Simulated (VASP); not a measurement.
Crystal: BSe.

```
B Se
1.0
     1.82536    1.05387    3.02582
    -1.82536    1.05387    3.02582
     0.00000   -2.10775    3.02582
B Se
1 1
Direct
  0.00000 0.00000 0.00000
  0.50000 0.50000 0.50000
```

| Item | Value |
| --- | --- |
| Program | VASP 6.6.1 |
| Task | relaxation of cell and atoms |
| Functional | PBE |
| Potentials or basis | VASP PAW PBE potentials, release 64 (B, Se) |
| Cutoff | 500 eV |
| k mesh | 6 × 6 × 6 |
| Occupations | gaussian, width 0.1 eV |
| Spin | no spin polarisation |

At the start: pressure -17.4 GPa; volume 17.46 Å³/atom.

**Question.** How do energy, volume and symmetry change on relaxing?

**Answer.** Over 4 steps the energy falls by 326.7 meV/atom and the volume is 12.94 Å³/atom (-25.9 %); space group Fm-3m (No. 225, to 0.1 Å) before and after.

The path:
```
step  energy change (eV)  largest force (eV/Å)  pressure (GPa)  volume (Å³)
   1              0.0000                0.0000          -17.38        34.92
   2             -0.6514                0.0000           -1.40        26.20
   3             -0.6529                0.0000            0.02        25.88
   4             -0.6534                0.0000            0.01        25.88
```

Final structure:
```xyz
2
Lattice="1.6599 0.9584 2.7114 -1.6599 0.9584 2.7114 0.0000 -1.9167 2.7114" Properties=species:S:1:pos:R:3 pbc="T T T"
B     0.0000   -1.9167    2.7114
Se    0.0000    0.0000    4.0672
```

Caveat: the volume moved by over 15 % at a fixed basis, so the end points are rough.
